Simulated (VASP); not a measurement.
# Na (Im-3m) in VASP: a series of runs, part 2 of 2

VASP 6.6.1. Earlier steps stand in the parts before.

### 3 Single point, PBE

This run uses another cell than the first one, of 36.26 Å³/atom.

The input, INCAR:

```
ALGO = Normal
EDIFF = 1E-6
ENCUT = 520
GGA = PE
ISIF = 2
ISMEAR = -1
LASPH = True
LCHARG = False
LREAL = False
LWAVE = False
NBANDS = 10
NELM = 60
PREC = Accurate
SIGMA = 0.06122561905347299
```

The input, KPOINTS:

```
k-points
0
Gamma
  37 37 37
```

The input, POSCAR:

```
Na
1.0
   -2.0850055420      2.0850055420      2.0850055420
    2.0850055420     -2.0850055420      2.0850055420
    2.0850055420      2.0850055420     -2.0850055420
Na
1
Direct
    0.0000000000      0.0000000000      0.0000000000
```

Potentials or basis: VASP PAW PBE potentials, release 64 (Na_pv).

The run is started by

```sh
$ cat potpaw_PBE.64/Na_pv/POTCAR > POTCAR
$ mpirun -np 1 vasp_std > vasp.out
```

OUTCAR:

```text
EDIFF = 1E-6
   ENCUT = 520
   GGA = PE
   ISIF = 2
   ISMEAR = -1
   LASPH = True
   LREAL = False
   NELM = 60
   PREC = Accurate

 ion  position               nearest neighbor table
   1  0.000  0.000  0.000-

  LATTYP: Found a body centered cubic cell.
 ALAT       =     4.1700110840

  Lattice vectors:

 A1 = (  -2.0850055420,   2.0850055420,   2.0850055420)
 A2 = (   2.0850055420,  -2.0850055420,   2.0850055420)
 A3 = (   2.0850055420,   2.0850055420,  -2.0850055420)

Analysis of symmetry for initial positions (statically):
=====================================================================
 Subroutine PRICEL returns:
 Original cell was already a primitive cell.

 Routine SETGRP: Setting up the symmetry group for a
 body centered cubic supercell.

 Subroutine GETGRP returns: Found 48 space group operations
 (whereof 48 operations were pure point group operations)
 out of a pool of 48 trial point group operations.

The static configuration has the point symmetry O_h .

Analysis of symmetry for dynamics (positions and initial velocities):
=====================================================================
 Subroutine PRICEL returns:
 Original cell was already a primitive cell.

 Routine SETGRP: Setting up the symmetry group for a
 body centered cubic supercell.

 Subroutine GETGRP returns: Found 48 space group operations
 (whereof 48 operations were pure point group operations)
 out of a pool of 48 trial point group operations.

The dynamic configuration has the point symmetry O_h .

 Subroutine INISYM returns: Found 48 space group operations
 (whereof 48 operations are pure point group operations),
 and found     1 'primitive' translations

----------------------------------------------------------------------------------------

                                     Primitive cell

  volume of cell :      36.2561

  direct lattice vectors                    reciprocal lattice vectors
    -2.085005542  2.085005542  2.085005542     0.000000000  0.239807516  0.239807516
     2.085005542 -2.085005542  2.085005542     0.239807516  0.000000000  0.239807516
     2.085005542  2.085005542 -2.085005542     0.239807516  0.239807516  0.000000000

  length of vectors
     3.611335533  3.611335533  3.611335533     0.339139042  0.339139042  0.339139042

  position of ions in fractional coordinates (direct lattice)
     0.000000000  0.000000000  0.000000000

  ion indices of the primitive-cell ions
   primitive index   ion index
                 1           1

----------------------------------------------------------------------------------------

 KPOINTS: k-points

Automatic generation of k-mesh.
 Grid dimensions read from file:
 generate k-points for:   37   37   37

 Generating k-lattice:

  Cartesian coordinates                     Fractional coordinates (reciprocal lattice)
     0.000000000  0.006481284  0.006481284     0.027027027  0.000000000  0.000000000
     0.006481284  0.000000000  0.006481284     0.000000000  0.027027027  0.000000000
     0.006481284  0.006481284  0.000000000     0.000000000  0.000000000  0.027027027

  Length of vectors
     0.009165920  0.009165920  0.009165920

  Shift w.r.t. Gamma in fractional coordinates (k-lattice)
     0.000000000  0.000000000  0.000000000

 Subroutine IBZKPT returns following result:
 ===========================================

 Found   1330 irreducible k-points:

 Following reciprocal coordinates:
            Coordinates               Weight
  0.000000  0.000000  0.000000      1.000000
  0.027027  0.000000  0.000000     12.000000
  0.054054  0.000000  0.000000     12.000000
  0.081081  0.000000  0.000000     12.000000
  0.108108  0.000000  0.000000     12.000000
  0.135135  0.000000  0.000000     12.000000
[... 16 lines left out ...]
  0.108108  0.027027  0.000000     48.000000
  0.135135  0.027027  0.000000     48.000000
 [... further k-points ...]
   k-points           NKPTS =   1330   k-points in BZ     NKDIM =   1330   number of bands    NBANDS=     10
   number of dos      NEDOS =    301   number of ions     NIONS =      1
   total plane-waves  NPLWV =  21952
   dimension x,y,z NGX =    28 NGY =   28 NGZ =   28
   dimension x,y,z NGXF=    56 NGYF=   56 NGZF=   56
   ions per type =               1
   NGX,Y,Z   is equivalent  to a cutoff of  12.89, 12.89, 12.89 a.u.
   NGXF,Y,Z  is equivalent  to a cutoff of  25.78, 25.78, 25.78 a.u.
 SYSTEM =  unknown system
   PREC   = accura    normal or accurate (medium, high low for compatibility)
   ISTART =      0    job   : 0-new  1-cont  2-samecut
   ICHARG =      2    charge: 1-file 2-atom 10-const
   ISPIN  =      1    spin polarized calculation?
   LNONCOLLINEAR =      F non collinear calculations
   LSORBIT =      F    spin-orbit coupling
   LASPH  =      T    aspherical Exc in radial PAW
   ENCUT  =  520.0 eV  38.22 Ry    6.18 a.u.   6.71  6.71  6.71*2*pi/ulx,y,z
   NELM   =     60;   NELMIN=  2; NELMDL= -5     # of ELM steps
   EDIFF  = 0.1E-05   stopping-criterion for ELM
   LREAL  =      F    real-space projection
   EDIFFG = 0.1E-04   stopping-criterion for IOM
   NSW    =      0    number of steps for IOM
   IBRION =     -1    ionic relax: 0-MD 1-quasi-New 2-CG
   NFREE  =      0    steps in history (QN), initial steepest desc. (CG)
   ISIF   =      2    stress and relaxation
   ISYM   =      2    0-nonsym 1-usesym 2-fastsym
   POTIM  = 0.5000    time-step for ionic-motion
   TEBEG  =    0.0;   TEEND  =   0.0 temperature during run
   PSTRESS=    0.0 pullay stress
   NELECT =       7.0000    total number of electrons
   NUPDOWN=      -1.0000    fix difference up-down
   EMIN   =  10.00;   EMAX   =-10.00  energy-range for DOS
   EFERMI =   0.00;   METHOD = LEGACY
   ISMEAR =    -1;   SIGMA  =   0.06  broadening in eV -4-tet -1-fermi 0-gaus
   EFERMI_NEDOS =   21; number of points for ismear=-14 and -15
   IALGO  =     38    algorithm
   IMIX   =      4    mixing-type and parameters
     AMIX     =   0.40;   BMIX     =  1.00
     AMIX_MAG =   1.60;   BMIX_MAG =  1.00
  volume/ion in A,a.u.               =      36.26       244.67
  Fermi-wavevector in a.u.,A,eV,Ry     =   0.946194  1.788048 12.181072  0.895284
  Thomas-Fermi vector in A             =   2.074169
   LORBIT       =      0    0 simple, 1 ext, 2 COOP (PROOUT), +10 PAW based schemes
   GGA     = PE    functional components
   LHFCALC =     F    Hartree Fock is set to
   AEXX    =    0.0000 exact exchange contribution
   IVDW    =     0    specifies the selected vdW correction
   LEPSILON=     F    determine dielectric tensor
   LRPA    =     F    only Hartree local field effects (RPA)
 non-spin polarized calculation
  energy-cutoff  :      520.00
  volume of cell :       36.26
 maximum number of plane-waves:       990
   NGX = 13   NGY = 13   NGZ = 13

 number of electron       6.9999995 magnetization

 Free energy of the ion-electron system (eV)
  ---------------------------------------------------
  ext. energy  EPLUGINS =         0.00000000
  ---------------------------------------------------
  free energy    TOTEN  =        -1.31358240 eV

  energy without entropy =       -1.30783738  energy(sigma->0) =       -1.31070989

 E-fermi :   0.4013     XC(G=0):  -6.5605

 val. band max:        0.3981163453   @ k =  -0.2973   0.4595   0.1081
 cond. band min:       0.4063923819   @ k =   0.3784   0.0541   0.0541
 fundamental gap:      0.0082760367
 Fermi energy:         0.4012965172

 k-point     1 :       0.0000    0.0000    0.0000
  band No.  band energies     occupation
      1     -24.4909      2.00000
      2     -24.4909      2.00000
      3     -24.4909      2.00000
      4      -2.9316      2.00000
      5      12.2710      0.00000
      6      12.2711      0.00000
      7      12.2711      0.00000
      8      13.2844      0.00000
      9      13.2844      0.00000
     10      13.8506      0.00000
[... 287 lines left out ...]
 k-point    24 :       0.1351    0.0270    0.0000
  band No.  band energies     occupation
      1     -24.4990      2.00000
      2     -24.4935      2.00000
      3     -24.4910      2.00000
      4      -2.5273      2.00000
      5       9.0262      0.00000
      6      10.5268      0.00000
      7      11.2409      0.00000
      8      11.7782      0.00000
      9      12.5531      0.00000
     10      14.0957      0.00000

 [... further k-points ...]

------------------------ aborting loop because EDIFF is reached ----------------------------------------

  FORCE on cell =-STRESS in cart. coord.  units (eV):
  Direction    XX          YY          ZZ          XY          YZ          ZX
  --------------------------------------------------------------------------------------
  -------------------------------------------------------------------------------------
  Total        0.0296079      0.0296079      0.0296079      0.0000000      0.0000000      0.0000000
  in kB        1.3083898      1.3083898      1.3083898      0.0000000      0.0000000      0.0000000
  external PRESSURE =       1.3083898 kB  Pullay stress =       0.0000000 kB

 VOLUME and BASIS-vectors are now :
 -----------------------------------------------------------------------------
  energy-cutoff  :      520.00
  volume of cell :       36.26
      direct lattice vectors                 reciprocal lattice vectors
    -2.085005542  2.085005542  2.085005542     0.000000000  0.239807516  0.239807516
     2.085005542 -2.085005542  2.085005542     0.239807516  0.000000000  0.239807516
     2.085005542  2.085005542 -2.085005542     0.239807516  0.239807516  0.000000000

 POSITION                                       TOTAL-FORCE (eV/Angst)
 -----------------------------------------------------------------------------------
      0.00000      0.00000      0.00000         0.000000      0.000000     -0.000000
 -----------------------------------------------------------------------------------
    total drift:                               -0.000000     -0.000000     -0.000000

  FREE ENERGIE OF THE ION-ELECTRON SYSTEM (eV)
  ---------------------------------------------------
  free  energy   TOTEN  =        -1.3135824037 eV

  energy  without entropy=       -1.3078373786  energy(sigma->0) =       -1.31070989
```

Run time: 2 min. Hardware: 1 thread of Intel Xeon 6975P-C (Granite Rapids), shared host; peak memory 0.46 GiB.

Results:

- Free energy: -1.3136 eV
- Pressure: 0.1 GPa
- Band gap on the k mesh: zero (an odd number of electrons rules out a gap without spin polarisation)
